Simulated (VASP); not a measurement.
A run of VASP 6.6.1 is set up as follows.

The input INCAR:

```
PREC     = Accurate       # precision mode
ENCUT    = 520            # plane-wave cutoff, eV
EDIFF    = 1E-6           # SCF threshold, eV
ISMEAR   = -1             # smearing method
SIGMA    = 0.1            # smearing width, eV
LREAL    = F              # projectors in reciprocal space
LASPH    = T              # aspherical terms in the spheres
NELM     = 60             # most SCF steps
ALGO     = Normal         # electronic algorithm
ISIF     = 2              # what is computed and relaxed
LWAVE    = F              # write WAVECAR
LCHARG   = F              # write CHGCAR
GGA      = PE             # functional
NBANDS   = 14             # bands
```

Contents of KPOINTS:

```
regular mesh
0
Gamma
  16 16 16
```

POSCAR

```
CoSi
1.0
    0.0000000000      2.0099274374      2.0099274374
    2.0099274374      0.0000000000      2.0099274374
    2.0099274374      2.0099274374      0.0000000000
Co Si
1 1
Direct
    0.0000000000      0.0000000000      0.0000000000
    0.5000000000      0.5000000000      0.5000000000
```

Potentials or basis: VASP PAW PBE potentials, release 64 (Co, Si).

Command:

```bash
$ cat potpaw_PBE.64/Co/POTCAR potpaw_PBE.64/Si/POTCAR > POTCAR
$ mpirun -np 1 vasp_std > vasp.out
```

(1) Estimate the pressure.

Answers

(1) 188.2 GPa.
